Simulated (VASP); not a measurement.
# TaN in VASP: single point with PBEsol

Aim: the single point of TaN with PBEsol.

Everything below comes from runs of VASP 6.6.1. Logs are shortened: lines on timing, memory, paths and dates and some standing lists are left out, and cuts for length are marked.

## Step 1: The cell of the first run

The typed cell holds 4 atoms: a = 3.101 Å, b = 3.101 Å, c = 5.339 Å, α = 73.11°, β = 73.12°, γ = 60.00°.

## Step 2: Single point, PBEsol

INCAR

```
SYSTEM = TaN
ALGO = Normal ; EDIFF = 1E-6
ENCUT = 520 ; GGA = PS
ISIF = 2 ; ISMEAR = 0
LASPH = .TRUE. ; LCHARG = .FALSE.
LREAL = .FALSE. ; LWAVE = .FALSE.
NBANDS = 24 ; NELM = 80
PREC = Accurate ; SIGMA = 0.15
```

KPOINTS

```
k-points
0
G
  12 12 12
  0 0 0
```

POSCAR

```
TaN
1.0
   -0.0001316431     -2.1926532540     -2.1926148843
   -2.1927771908      0.0003923655     -2.1931458078
    2.1725703999      2.1735135758     -4.3658169279
Ta N
2 2
Direct
    0.7500095771      0.7499954437      0.7499970602
    0.2499881840      0.2500029706      0.2500030444
    0.0000008406      0.0000004776      0.0000003153
    0.5000013983      0.5000011080      0.4999995801
```

Potentials or basis: VASP PAW PBE potentials, release 64 (Ta_pv, N).

Command:

```sh
> cat potpaw_PBE.64/Ta_pv/POTCAR potpaw_PBE.64/N/POTCAR > POTCAR
> mpirun -np 1 vasp_std > vasp.out
```

OUTCAR:

```text
SYSTEM = TaN
   EDIFF = 1E-6
   ENCUT = 520
   GGA = PS
   ISIF = 2
   ISMEAR = 0
   LASPH = .TRUE.
   LREAL = .FALSE.
   NELM = 80
   PREC = Accurate

 ion  position               nearest neighbor table
   1  0.750  0.750  0.750-   3 2.19   4 2.19   4 2.19   3 2.19   4 2.19   3 2.19   2 3.09   2 3.09
                             2 3.09   2 3.09   2 3.09   2 3.09
   2  0.250  0.250  0.250-   4 2.19   3 2.19   3 2.19   4 2.19   4 2.19   3 2.19   1 3.09   1 3.09
                             1 3.09   1 3.09   1 3.09   1 3.09
   3  0.000  0.000  0.000-   1 2.19   2 2.19   2 2.19   1 2.19   1 2.19   2 2.19
   4  0.500  0.500  0.500-   2 2.19   1 2.19   1 2.19   2 2.19   2 2.19   1 2.19

  LATTYP: Found a triclinic cell.
 ALAT       =     3.1013159298
 B/A-ratio  =     0.9998506798
 C/A-ratio  =     1.7213549799
 COS(alpha) =     0.0000993684
 COS(beta)  =     0.2903068055
 COS(gamma) =     0.4999781972

  Lattice vectors:

 A1 = (  -2.1927771908,   0.0003923655,  -2.1931458078)
 A2 = (  -0.0001316431,  -2.1926532540,  -2.1926148843)
 A3 = (  -4.3653475907,  -2.1731212103,   2.1726711201)

Analysis of symmetry for initial positions (statically):
=====================================================================
 Subroutine PRICEL returns:
 Original cell was already a primitive cell.

 Routine SETGRP: Setting up the symmetry group for a
 triclinic supercell.

 Subroutine GETGRP returns: Found  2 space group operations
 (whereof  2 operations were pure point group operations)
 out of a pool of  2 trial point group operations.

The static configuration has the point symmetry S_2 .

Analysis of symmetry for dynamics (positions and initial velocities):
=====================================================================
 Subroutine PRICEL returns:
 Original cell was already a primitive cell.

 Routine SETGRP: Setting up the symmetry group for a
 triclinic supercell.

 Subroutine GETGRP returns: Found  2 space group operations
 (whereof  2 operations were pure point group operations)
 out of a pool of  2 trial point group operations.

The dynamic configuration has the point symmetry S_2 .

 Subroutine INISYM returns: Found  2 space group operations
 (whereof  2 operations are pure point group operations),
 and found     1 'primitive' translations

----------------------------------------------------------------------------------------

                                     Primitive cell

  volume of cell :      41.8896

[... 91 lines left out ...]
   NELM   =     80;   NELMIN=  2; NELMDL= -5     # of ELM steps
   EDIFF  = 0.1E-05   stopping-criterion for ELM
   LREAL  =      F    real-space projection
   EDIFFG = 0.1E-04   stopping-criterion for IOM
   NSW    =      0    number of steps for IOM
   IBRION =     -1    ionic relax: 0-MD 1-quasi-New 2-CG
   NFREE  =      0    steps in history (QN), initial steepest desc. (CG)
   ISIF   =      2    stress and relaxation
   ISYM   =      2    0-nonsym 1-usesym 2-fastsym
   POTIM  = 0.5000    time-step for ionic-motion
   TEBEG  =    0.0;   TEEND  =   0.0 temperature during run
   PSTRESS=    0.0 pullay stress
   NELECT =      32.0000    total number of electrons
   NUPDOWN=      -1.0000    fix difference up-down
   EMIN   =  10.00;   EMAX   =-10.00  energy-range for DOS
   EFERMI =   0.00;   METHOD = LEGACY
   ISMEAR =     0;   SIGMA  =   0.15  broadening in eV -4-tet -1-fermi 0-gaus
   EFERMI_NEDOS =   21; number of points for ismear=-14 and -15
   IALGO  =     38    algorithm
   IMIX   =      4    mixing-type and parameters
     AMIX     =   0.40;   BMIX     =  1.00
     AMIX_MAG =   1.60;   BMIX_MAG =  1.00
  volume/ion in A,a.u.               =      10.47        70.67
  Fermi-wavevector in a.u.,A,eV,Ry     =   1.496543  2.828057 30.472179  2.239642
  Thomas-Fermi vector in A             =   2.608546
   LORBIT       =      0    0 simple, 1 ext, 2 COOP (PROOUT), +10 PAW based schemes
   GGA     = PS    functional components
   LHFCALC =     F    Hartree Fock is set to
   AEXX    =    0.0000 exact exchange contribution
   IVDW    =     0    specifies the selected vdW correction
   LEPSILON=     F    determine dielectric tensor
   LRPA    =     F    only Hartree local field effects (RPA)
 non-spin polarized calculation
 Gauss-broadening in eV      SIGMA  =   0.15
  energy-cutoff  :      520.00
  volume of cell :       41.89
 maximum number of plane-waves:      1150
   NGX = 11   NGY = 11   NGZ = 19

 number of electron      32.0000000 magnetization

 Free energy of the ion-electron system (eV)
  ---------------------------------------------------
  ext. energy  EPLUGINS =         0.00000000
  ---------------------------------------------------
  free energy    TOTEN  =       -46.43415131 eV

  energy without entropy =      -46.41429129  energy(sigma->0) =      -46.42422130

 E-fermi :   9.5275     XC(G=0): -13.6727

 val. band max:        9.5241315487   @ k =   0.3333   0.4167  -0.0000
 cond. band min:       9.5356371399   @ k =   0.1667   0.2500   0.1667
 fundamental gap:      0.0115055912
 Fermi energy:         9.5274711328

 k-point     1 :       0.0000    0.0000    0.0000
  band No.  band energies     occupation
      1     -27.0417      2.00000
      2     -26.2234      2.00000
      3     -26.2233      2.00000
      4     -26.1323      2.00000
      5     -26.1318      2.00000
      6     -26.1194      2.00000
[... 637 lines left out ...]
     23      13.8615      0.00000
     24      15.8699      0.00000

 [... further k-points ...]

------------------------ aborting loop because EDIFF is reached ----------------------------------------

  FORCE on cell =-STRESS in cart. coord.  units (eV):
  Direction    XX          YY          ZZ          XY          YZ          ZX
  --------------------------------------------------------------------------------------
  -------------------------------------------------------------------------------------
  Total        0.2682269      0.2482923      0.2534034     -0.0011339      0.0058468     -0.0011289
  in kB       10.2590300      9.4965817      9.6920680     -0.0433693      0.2236257     -0.0431770
  external PRESSURE =       9.8158932 kB  Pullay stress =       0.0000000 kB

 VOLUME and BASIS-vectors are now :
 -----------------------------------------------------------------------------
  energy-cutoff  :      520.00
  volume of cell :       41.89
      direct lattice vectors                 reciprocal lattice vectors
    -0.000131643 -2.192653254 -2.192614884     0.113754135 -0.342281032 -0.113796252
    -2.192777191  0.000392365 -2.193145808    -0.342289948  0.113731832 -0.113713272
     2.172570400  2.173513576 -4.365816928     0.114817630  0.114768897 -0.114777799

 POSITION                                       TOTAL-FORCE (eV/Angst)
 -----------------------------------------------------------------------------------
     -0.01525     -0.01409     -6.56368         0.000007      0.000231     -0.000004
     -0.00508     -0.00465     -2.18789        -0.000007     -0.000231      0.000004
     -0.00000     -0.00000     -0.00000         0.000000      0.000000     -0.000000
     -0.01017     -0.00938     -4.37579        -0.000000     -0.000000      0.000000
 -----------------------------------------------------------------------------------
    total drift:                                0.001548      0.002147      0.003312

  FREE ENERGIE OF THE ION-ELECTRON SYSTEM (eV)
  ---------------------------------------------------
  free  energy   TOTEN  =       -46.4341513086 eV

  energy  without entropy=      -46.4142912866  energy(sigma->0) =      -46.42422130
```

OSZICAR:

```text
N       E                     dE             d eps       ncg     rms          rms(c)
DAV:   1     0.256632509005E+03    0.25663E+03   -0.17473E+04 41680   0.142E+03
DAV:   2    -0.390193025600E+02   -0.29565E+03   -0.28142E+03 49504   0.409E+02
DAV:   3    -0.518523775490E+02   -0.12833E+02   -0.12577E+02 53472   0.806E+01
DAV:   4    -0.520119210625E+02   -0.15954E+00   -0.15902E+00 46064   0.922E+00
DAV:   5    -0.520140559752E+02   -0.21349E-02   -0.21342E-02 55208   0.866E-01    0.355E+01
DAV:   6    -0.466742238744E+02    0.53398E+01   -0.20916E+01 49632   0.315E+01    0.154E+01
DAV:   7    -0.464947318061E+02    0.17949E+00   -0.97656E-01 46792   0.699E+00    0.899E+00
DAV:   8    -0.464411223854E+02    0.53609E-01   -0.20642E-01 53552   0.324E+00    0.113E+00
DAV:   9    -0.464344891131E+02    0.66333E-02   -0.20185E-02 50560   0.843E-01    0.207E-01
DAV:  10    -0.464342407799E+02    0.24833E-03   -0.16711E-03 53112   0.385E-01    0.105E-01
DAV:  11    -0.464341507518E+02    0.90028E-04   -0.30287E-04 50816   0.119E-01    0.584E-03
DAV:  12    -0.464341516517E+02   -0.89992E-06   -0.15214E-05 45616   0.292E-02    0.467E-03
DAV:  13    -0.464341513086E+02    0.34312E-06   -0.15604E-07 28072   0.321E-03
   1 F= -.46434151E+02 E0= -.46424221E+02  d E =-.198600E-01
```

Run time: 13 min. Hardware: 1 thread of Intel Xeon Platinum 8259CL at 2.50GHz (Skylake/Cascade Lake), shared host; peak memory 0.76 GiB.

Results:

```
Free energy            : -46.4342 eV
Pressure               : 1.0 GPa
Band gap on the k mesh : zero (bands 16 and 17 overlap by 3.98 eV)
```

Levels at points of the mesh, in eV from the Fermi level:
| k point | band 14 | band 15 | band 16 | band 17 | band 18 | band 19 |
| --- | --- | --- | --- | --- | --- | --- |
| (0.00, 0.00, 0.00) | -3.79 | -2.19 | -2.19 | -2.08 | 0.05 | 0.05 |
| (0.50, 0.00, 0.00) | -6.42 | -2.04 | -2.04 | 2.57 | 2.57 | 2.65 |
| (0.00, 0.50, 0.00) | -6.42 | -2.04 | -2.04 | 2.57 | 2.57 | 2.65 |
| (0.50, 0.50, 0.00) | -4.65 | -4.61 | 1.91 | 1.95 | 2.13 | 2.16 |
| (0.00, 0.00, 0.50) | -6.39 | -0.78 | -0.78 | -0.41 | -0.41 | -0.41 |
| (0.50, 0.00, 0.50) | -4.65 | -4.61 | 1.91 | 1.95 | 2.13 | 2.16 |
| (0.00, 0.50, 0.50) | -4.65 | -4.61 | 1.91 | 1.95 | 2.13 | 2.16 |
| (0.50, 0.50, 0.50) | -6.42 | -2.04 | -2.04 | 2.57 | 2.57 | 2.65 |

Caveat: the PAW data sets were made with another functional, which shifts forces and pressure a little; spin-orbit coupling is left out, which moves the levels of the heavy elements.
